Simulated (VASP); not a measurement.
Runs of VASP 6.6.1 on Ti. The structure is that of space group Fm-3m (No. 225), or close to it. The cells are those of the table. 

```csv
cell,gap on the mesh (eV),pressure (GPa)
"a = 2.941, b = 2.941, c = 2.975 Å, angles 59.6, 59.6, 60.8°, 1 atom",none,-4.7
"a = 2.907, b = 2.874, c = 2.874 Å, angles 60.8, 59.6, 59.6°, 1 atom",none,2.4
"a = 2.941, b = 2.907 Å, angles 60.4, 59.2, 60.4°, 1 atom",none,(b)
"a = 2.976, b = 2.907 Å, angles 60.8, 58.5, 60.8°, 1 atom",none,-4.7
"a = 3.011, b = 2.907 Å, angles 61.1, 57.7, 61.1°, 1 atom",none,-6.6
"a = 2.874, b = 2.874, c = 2.840 Å, angles 60.4, 60.4, 59.2°, 1 atom",none,5.2
"a = 2.808, b = 2.808, c = 2.704 Å, angles 61.2, 61.2, 57.6°, 1 atom",none,19.4
"a = 2.840, b = 2.840, c = 2.772 Å, angles 60.8, 60.8, 58.4°, 1 atom",none,(a)
```

Alike in all rows: task single point; level PBE; potentials or basis VASP PAW PBE potentials, release 64 (Ti_sv); no spin polarisation; k mesh 18 × 18 × 18; cutoff (eV) 520; smearing gaussian 0.15 eV.

Q: Fill in the values left out.

A: (a) 11.7; (b) -2.5.

Caveats: the cell stands under tension (at least some runs); the cell stands under pressure (at least some runs).

A gap of «none» marks levels without a gap at the run's occupations.
